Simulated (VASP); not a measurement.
# W (R-3m) in VASP: further runs

W is run at these levels: PBE; tasks: single point.

Everything below comes from runs of VASP 6.6.1. Logs are shortened: lines on timing, memory, paths and dates and some standing lists are left out, and cuts for length are marked.

## 1. The cell of the first run

The structure is trigonal, space group R-3m (No. 166). Conventional cell: a = 4.610 Å, b = 4.610 Å, c = 2.315 Å, α = 90.00°, β = 90.00°, γ = 120.00°. W (site symmetry -3m) has 14 W at 2.31 to 3.08 Å within 3.1 Å.

## 2. Single point, PBE

File INCAR:

```
ALGO = Fast ; EDIFF = 1E-7
ENCUT = 520 ; GGA = PE
ISIF = 2 ; ISMEAR = 0
LASPH = True ; LCHARG = True
LELF = True ; LREAL = False
LVHAR = True ; LWAVE = False
NBANDS = 13 ; NELM = 80
PREC = Accurate ; SIGMA = 0.15
```

File KPOINTS:

```
k-points
0
Gamma
  22 22 22
```

File POSCAR:

```
W
1.0
   -1.7274382296      1.5319816822      1.5319816822
    1.5319816822     -1.7274382296      1.5319816822
    1.5319816822      1.5319816822     -1.7274382296
W
1
Direct
    0.0000000000      0.0000000000      0.0000000000
```

Potentials or basis: VASP PAW PBE potentials, release 64 (W_sv).

Launch:

```sh
$ cat potpaw_PBE.64/W_sv/POTCAR > POTCAR
$ mpirun -np 1 vasp_std > vasp.out
```

OUTCAR:

```text
EDIFF = 1E-7
   ENCUT = 520
   GGA = PE
   ISIF = 2
   ISMEAR = 0
   LASPH = True
   LREAL = False
   NELM = 80
   PREC = Accurate

 ion  position               nearest neighbor table
   1  0.000  0.000  0.000-

  LATTYP: Found a trigonal (rhomboedric) cell.
 ALAT       =     2.7709165607
 COS(alpha) =    -0.3836738462

  Lattice vectors:

 A1 = (  -1.7274382296,   1.5319816822,   1.5319816822)
 A2 = (   1.5319816822,  -1.7274382296,   1.5319816822)
 A3 = (   1.5319816822,   1.5319816822,  -1.7274382296)

Analysis of symmetry for initial positions (statically):
=====================================================================
 Subroutine PRICEL returns:
 Original cell was already a primitive cell.

 Routine SETGRP: Setting up the symmetry group for a
 trigonal (rhombohedral) supercell.

 Subroutine GETGRP returns: Found 12 space group operations
 (whereof 12 operations were pure point group operations)
 out of a pool of 12 trial point group operations.

The static configuration has the point symmetry D_3d.

Analysis of symmetry for dynamics (positions and initial velocities):
=====================================================================
 Subroutine PRICEL returns:
 Original cell was already a primitive cell.

 Routine SETGRP: Setting up the symmetry group for a
 trigonal (rhombohedral) supercell.

 Subroutine GETGRP returns: Found 12 space group operations
 (whereof 12 operations were pure point group operations)
 out of a pool of 12 trial point group operations.

The dynamic configuration has the point symmetry D_3d.

 Subroutine INISYM returns: Found 12 space group operations
 (whereof 12 operations are pure point group operations),
 and found     1 'primitive' translations

----------------------------------------------------------------------------------------

                                     Primitive cell

  volume of cell :      14.1990

  direct lattice vectors                    reciprocal lattice vectors
    -1.727438230  1.531981682  1.531981682     0.044867594  0.351670653  0.351670653
     1.531981682 -1.727438230  1.531981682     0.351670653  0.044867594  0.351670653
     1.531981682  1.531981682 -1.727438230     0.351670653  0.351670653  0.044867594

  length of vectors
     2.770916561  2.770916561  2.770916561     0.499357184  0.499357184  0.499357184

  position of ions in fractional coordinates (direct lattice)
     0.000000000  0.000000000  0.000000000

  ion indices of the primitive-cell ions
   primitive index   ion index
                 1           1

----------------------------------------------------------------------------------------

 KPOINTS: k-points

Automatic generation of k-mesh.
 Grid dimensions read from file:
 generate k-points for:   22   22   22

 Generating k-lattice:

  Cartesian coordinates                     Fractional coordinates (reciprocal lattice)
     0.002039436  0.015985030  0.015985030     0.045454545 -0.000000000 -0.000000000
     0.015985030  0.002039436  0.015985030    -0.000000000  0.045454545 -0.000000000
     0.015985030  0.015985030  0.002039436    -0.000000000 -0.000000000  0.045454545

  Length of vectors
     0.022698054  0.022698054  0.022698054

  Shift w.r.t. Gamma in fractional coordinates (k-lattice)
     0.000000000  0.000000000  0.000000000

 Subroutine IBZKPT returns following result:
 ===========================================

 Found   1024 irreducible k-points:

 Following reciprocal coordinates:
            Coordinates               Weight
  0.000000  0.000000  0.000000      1.000000
  0.045455  0.000000  0.000000      6.000000
  0.090909  0.000000  0.000000      6.000000
  0.136364  0.000000  0.000000      6.000000
  0.181818  0.000000  0.000000      6.000000
  0.227273  0.000000  0.000000      6.000000
[... 16 lines left out ...]
  0.500000  0.045455  0.000000     12.000000
 -0.454545  0.045455 -0.000000     12.000000
 [... further k-points ...]
   k-points           NKPTS =   1024   k-points in BZ     NKDIM =   1024   number of bands    NBANDS=     13
   number of dos      NEDOS =    301   number of ions     NIONS =      1
   total plane-waves  NPLWV =  13824
   dimension x,y,z NGX =    24 NGY =   24 NGZ =   24
   dimension x,y,z NGXF=    48 NGYF=   48 NGZF=   48
   ions per type =               1
   NGX,Y,Z   is equivalent  to a cutoff of  14.40, 14.40, 14.40 a.u.
   NGXF,Y,Z  is equivalent  to a cutoff of  28.80, 28.80, 28.80 a.u.
 SYSTEM =  unknown system
   PREC   = accura    normal or accurate (medium, high low for compatibility)
   ISTART =      0    job   : 0-new  1-cont  2-samecut
   ICHARG =      2    charge: 1-file 2-atom 10-const
   ISPIN  =      1    spin polarized calculation?
   LNONCOLLINEAR =      F non collinear calculations
   LSORBIT =      F    spin-orbit coupling
   LASPH  =      T    aspherical Exc in radial PAW
   ENCUT  =  520.0 eV  38.22 Ry    6.18 a.u.   5.15  5.15  5.15*2*pi/ulx,y,z
   NELM   =     80;   NELMIN=  2; NELMDL= -5     # of ELM steps
   EDIFF  = 0.1E-06   stopping-criterion for ELM
   LREAL  =      F    real-space projection
   EDIFFG = 0.1E-05   stopping-criterion for IOM
   NSW    =      0    number of steps for IOM
   IBRION =     -1    ionic relax: 0-MD 1-quasi-New 2-CG
   NFREE  =      0    steps in history (QN), initial steepest desc. (CG)
   ISIF   =      2    stress and relaxation
   ISYM   =      2    0-nonsym 1-usesym 2-fastsym
   POTIM  = 0.5000    time-step for ionic-motion
   TEBEG  =    0.0;   TEEND  =   0.0 temperature during run
   PSTRESS=    0.0 pullay stress
   NELECT =      14.0000    total number of electrons
   NUPDOWN=      -1.0000    fix difference up-down
   EMIN   =  10.00;   EMAX   =-10.00  energy-range for DOS
   EFERMI =   0.00;   METHOD = LEGACY
   ISMEAR =     0;   SIGMA  =   0.15  broadening in eV -4-tet -1-fermi 0-gaus
   EFERMI_NEDOS =   21; number of points for ismear=-14 and -15
   IALGO  =     68    algorithm
   IMIX   =      4    mixing-type and parameters
     AMIX     =   0.40;   BMIX     =  1.00
     AMIX_MAG =   1.60;   BMIX_MAG =  1.00
  volume/ion in A,a.u.               =      14.20        95.82
  Fermi-wavevector in a.u.,A,eV,Ry     =   1.629415  3.079147 36.123356  2.654992
  Thomas-Fermi vector in A             =   2.721884
   LORBIT       =      0    0 simple, 1 ext, 2 COOP (PROOUT), +10 PAW based schemes
   GGA     = PE    functional components
   LHFCALC =     F    Hartree Fock is set to
   AEXX    =    0.0000 exact exchange contribution
   IVDW    =     0    specifies the selected vdW correction
   LEPSILON=     F    determine dielectric tensor
   LRPA    =     F    only Hartree local field effects (RPA)
 non-spin polarized calculation
 RMM-DIIS sequential band-by-band and
 Gauss-broadening in eV      SIGMA  =   0.15
  energy-cutoff  :      520.00
  volume of cell :       14.20
 maximum number of plane-waves:       405
 NGX is ok and might be reduce to    24

 number of electron      14.0000000 magnetization

 Free energy of the ion-electron system (eV)
  ---------------------------------------------------
  ext. energy  EPLUGINS =         0.00000000
  ---------------------------------------------------
  free energy    TOTEN  =       -11.98125775 eV

  energy without entropy =      -11.97662793  energy(sigma->0) =      -11.97894284

 E-fermi :  13.2083     XC(G=0): -14.2306

 val. band max:       13.2037099584   @ k =  -0.3182  -0.3182   0.2273
 cond. band min:      13.2116448922   @ k =  -0.1818   0.1818   0.1818
 fundamental gap:      0.0079349338
 Fermi energy:        13.2083391594

 k-point     1 :       0.0000    0.0000    0.0000
  band No.  band energies     occupation
      1     -61.0851      2.00000
      2     -24.6707      2.00000
      3     -24.6707      2.00000
      4     -23.4838      2.00000
      5       2.9673      2.00000
      6       9.0129      2.00000
      7      11.8447      2.00000
      8      11.8447      2.00000
      9      17.2024      0.00000
     10      17.2024      0.00000
     11      25.4546      0.00000
     12      29.4758      0.00000
     13      29.4758      0.00000

 k-point     2 :       0.0455    0.0000    0.0000
  band No.  band energies     occupation
      1     -61.0754      2.00000
      2     -24.6784      2.00000
      3     -24.6657      2.00000
      4     -23.5714      2.00000
      5       3.1019      2.00000
      6       9.1817      2.00000
      7      11.8103      2.00000
      8      11.9134      2.00000
      9      16.8585      0.00000
     10      17.0194      0.00000
     11      25.5969      0.00000
     12      29.8327      0.00000
     13      29.9573      0.00000

 k-point     3 :       0.0909    0.0000    0.0000
  band No.  band energies     occupation
      1     -61.0471      2.00000
      2     -24.7020      2.00000
      3     -24.6513      2.00000
      4     -23.8216      2.00000
      5       3.4877      2.00000
      6       9.6806      2.00000
      7      11.7061      2.00000
      8      12.1190      2.00000
      9      15.9909      0.00000
     10      16.5472      0.00000
     11      26.0093      0.00000
     12      30.8194      0.00000
     13      31.2077      0.00000
[... 305 lines left out ...]
 k-point    23 :       0.5000    0.0455    0.0000
  band No.  band energies     occupation
      1     -60.6018      2.00000
      2     -27.1097      2.00000
      3     -24.9641      2.00000
      4     -24.4396      2.00000
      5       6.1827      2.00000
      6       9.1787      2.00000
      7      14.4060      0.00000
      8      14.9473      0.00000
      9      16.0119      0.00000
     10      19.9612      0.00000
     11      24.3183      0.00000
     12      29.2927      0.00000
     13      31.9321      0.00000

 k-point    24 :      -0.4545    0.0455   -0.0000
  band No.  band energies     occupation
      1     -60.6290      2.00000
      2     -26.9284      2.00000
      3     -24.9730      2.00000
      4     -24.4575      2.00000
      5       6.2924      2.00000
      6       9.3289      2.00000
      7      13.6985      0.00000
      8      15.0567      0.00000
      9      15.9951      0.00000
     10      19.4784      0.00000
     11      24.7724      0.00000
     12      28.3557      0.00000
     13      32.4944      0.00000

 [... further k-points ...]
[... 5 lines left out ...]
  --------------------------------------------------------------------------------------
  -------------------------------------------------------------------------------------
  Total        5.9314436      5.9314436      5.9314436      4.0377521      4.0377521      4.0377521
  in kB      669.2882910    669.2882910    669.2882910    455.6091855    455.6091855    455.6091855
  external PRESSURE =     669.2882910 kB  Pullay stress =       0.0000000 kB

 VOLUME and BASIS-vectors are now :
 -----------------------------------------------------------------------------
  energy-cutoff  :      520.00
  volume of cell :       14.20
      direct lattice vectors                 reciprocal lattice vectors
    -1.727438230  1.531981682  1.531981682     0.044867594  0.351670653  0.351670653
     1.531981682 -1.727438230  1.531981682     0.351670653  0.044867594  0.351670653
     1.531981682  1.531981682 -1.727438230     0.351670653  0.351670653  0.044867594

 POSITION                                       TOTAL-FORCE (eV/Angst)
 -----------------------------------------------------------------------------------
      0.00000      0.00000      0.00000        -0.000000      0.000000     -0.000000
 -----------------------------------------------------------------------------------
    total drift:                                0.000000      0.000000      0.000000

  FREE ENERGIE OF THE ION-ELECTRON SYSTEM (eV)
  ---------------------------------------------------
  free  energy   TOTEN  =       -11.9812577522 eV

  energy  without entropy=      -11.9766279334  energy(sigma->0) =      -11.97894284
```

It took 2.4 min on 1 thread of Intel Xeon 6975P-C, shared host; peak memory 0.3 GiB.

Results:

| Property | Result |
| --- | --- |
| Free energy | -11.9813 eV |
| Pressure | 66.9 GPa |
| Band gap on the k mesh | zero (band 7 reaches 17.52 eV, above the bottom of band 8 at 11.84 eV) |

Caveat: spin-orbit coupling is left out, which moves the levels of the heavy elements.

## 3. Single point, PBE

This run uses another cell than the first one, of the same volume but with other edges.

File INCAR:

```
ALGO = Fast
EDIFF = 1E-6
ENCUT = 520
GGA = PE
ISIF = 2
ISMEAR = 0
LASPH = T
LCHARG = F
LREAL = F
LWAVE = F
NBANDS = 13
NELM = 80
PREC = Accurate
SIGMA = 0.15
```

KPOINTS is that of step 2.

File POSCAR:

```
W
1.0
   -1.3234304498      1.5322779220      1.5322779220
    1.5322779220     -1.3234304498      1.5322779220
    1.5322779220      1.5322779220     -1.3234304498
W
1
Direct
    0.0000000000      0.0000000000      0.0000000000
```

Potentials or basis: VASP PAW PBE potentials, release 64 (W_sv).

Launch:

```sh
$ cat potpaw_PBE.64/W_sv/POTCAR > POTCAR
$ mpirun -np 1 vasp_std > vasp.out
```

OUTCAR:

```text
EDIFF = 1E-6
   ENCUT = 520
   GGA = PE
   ISIF = 2
   ISMEAR = 0
   LASPH = T
   LREAL = F
   NELM = 80
   PREC = Accurate

 ion  position               nearest neighbor table
   1  0.000  0.000  0.000-

  LATTYP: Found a trigonal (rhomboedric) cell.
 ALAT       =     2.5391375339
 COS(alpha) =    -0.2648972803

  Lattice vectors:

 A1 = (  -1.3234304498,   1.5322779220,   1.5322779220)
 A2 = (   1.5322779220,  -1.3234304498,   1.5322779220)
 A3 = (   1.5322779220,   1.5322779220,  -1.3234304498)

Analysis of symmetry for initial positions (statically):
[... 554 lines left out ...]
      6       8.7242      2.00000
      7      12.3976      2.00000
      8      16.7135      0.00000
      9      16.9984      0.00000
     10      18.4076      0.00000
     11      25.8008      0.00000
     12      26.7516      0.00000
     13      33.0178      0.00000

 [... further k-points ...]
[... 5 lines left out ...]
  --------------------------------------------------------------------------------------
  -------------------------------------------------------------------------------------
  Total        5.4165034      5.4165034      5.4165034     -1.8838108     -1.8838108     -1.8838108
  in kB      611.1838136    611.1838136    611.1838136   -212.5641879   -212.5641879   -212.5641879
  external PRESSURE =     611.1838136 kB  Pullay stress =       0.0000000 kB

 VOLUME and BASIS-vectors are now :
 -----------------------------------------------------------------------------
  energy-cutoff  :      520.00
  volume of cell :       14.20
      direct lattice vectors                 reciprocal lattice vectors
    -1.323430450  1.532277922  1.532277922    -0.042003484  0.308172328  0.308172328
     1.532277922 -1.323430450  1.532277922     0.308172328 -0.042003484  0.308172328
     1.532277922  1.532277922 -1.323430450     0.308172328  0.308172328 -0.042003484

 POSITION                                       TOTAL-FORCE (eV/Angst)
 -----------------------------------------------------------------------------------
      0.00000      0.00000      0.00000         0.000000      0.000000      0.000000
 -----------------------------------------------------------------------------------
    total drift:                                0.000000     -0.000000      0.000000

  FREE ENERGIE OF THE ION-ELECTRON SYSTEM (eV)
  ---------------------------------------------------
  free  energy   TOTEN  =       -12.2628816215 eV

  energy  without entropy=      -12.2568303386  energy(sigma->0) =      -12.25985598
```

OSZICAR:

```text
N       E                     dE             d eps       ncg     rms          rms(c)
DAV:   1     0.849940924033E+02    0.84994E+02   -0.74331E+03 26811   0.125E+03
DAV:   2    -0.111738475714E+02   -0.96168E+02   -0.92281E+02 29819   0.320E+02
DAV:   3    -0.127457587267E+02   -0.15719E+01   -0.15675E+01 29419   0.395E+01
DAV:   4    -0.127512283268E+02   -0.54696E-02   -0.54695E-02 29984   0.258E+00
DAV:   5    -0.127512681887E+02   -0.39862E-04   -0.39863E-04 29629   0.207E-01    0.264E+01
RMM:   6    -0.123809963835E+02    0.37027E+00   -0.24524E-01 28722   0.484E+00    0.123E+01
RMM:   7    -0.122655059980E+02    0.11549E+00   -0.21808E-01 29194   0.463E+00    0.504E-01
RMM:   8    -0.122628607146E+02    0.26453E-02   -0.11090E-02 33175   0.123E+00    0.210E-01
RMM:   9    -0.122628675075E+02   -0.67929E-05   -0.16303E-03 32385   0.512E-01    0.747E-02
RMM:  10    -0.122628873702E+02   -0.19863E-04   -0.22330E-04 35282   0.185E-01    0.450E-02
RMM:  11    -0.122628815940E+02    0.57762E-05   -0.56565E-05 33866   0.937E-02    0.347E-03
RMM:  12    -0.122628817806E+02   -0.18658E-06   -0.16287E-05 30559   0.464E-02    0.620E-03
RMM:  13    -0.122628816215E+02    0.15902E-06   -0.10910E-06 21813   0.126E-02
   1 F= -.12262882E+02 E0= -.12259856E+02  d E =-.605128E-02
```

Run time: 98 s. Hardware: 1 thread of Intel Xeon 6975P-C, shared host; peak memory 0.28 GiB.

What came out:

* Free energy: -12.2629 eV
* Pressure: 61.1 GPa
* Band gap on the k mesh: zero (band 7 reaches 15.46 eV, above the bottom of band 8 at 11.87 eV)

Stress tensor (GPa, compression positive):
```
 61.12 -21.26 -21.26
-21.26  61.12 -21.26
-21.26 -21.26  61.12
```

Caveat: spin-orbit coupling is left out, which moves the levels of the heavy elements.
